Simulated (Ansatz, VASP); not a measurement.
## SiSn2 in VASP and in Ansatz

```
CELL_PARAMETERS angstrom
5.16337 0.00000 0.00000
-2.58168 4.47161 0.00000
0.00000 0.00000 3.16212
ATOMIC_POSITIONS crystal
Si 0.00000 0.00000 0.00000
Sn 0.33333 0.66667 0.50000
Sn 0.66667 0.33333 0.50000
```

Alike in both runs: functional PBE; k mesh 6 × 6 × 4; occupations gaussian, width 0.1 eV; no spin polarisation.

Ansatz relaxed the structure, and its values are those at the end. VASP's run is a single point on that final structure, the one shown.

|  | VASP | Ansatz |
| --- | --- | --- |
| version | VASP 6.6.1 | Ansatz 0.2.0 |
| potentials or method | VASP PAW PBE potentials, release 64 (Si, Sn_d), cutoff 520 eV | scalar-relativistic, plane waves, PAW |
| valence electrons in the cell | 32 | 32 |

|  | VASP | Ansatz | Ansatz less VASP |
| --- | --- | --- | --- |
| gap on the k mesh at the Fermi level (eV) | none | none | - |
| pressure (GPa) | 0.0 | 0.0 | +0.03 |

A gap of «none» marks a metal or a gap that the smearing closes.

The k mesh is coarse, so the values compare programs but aren't converged.
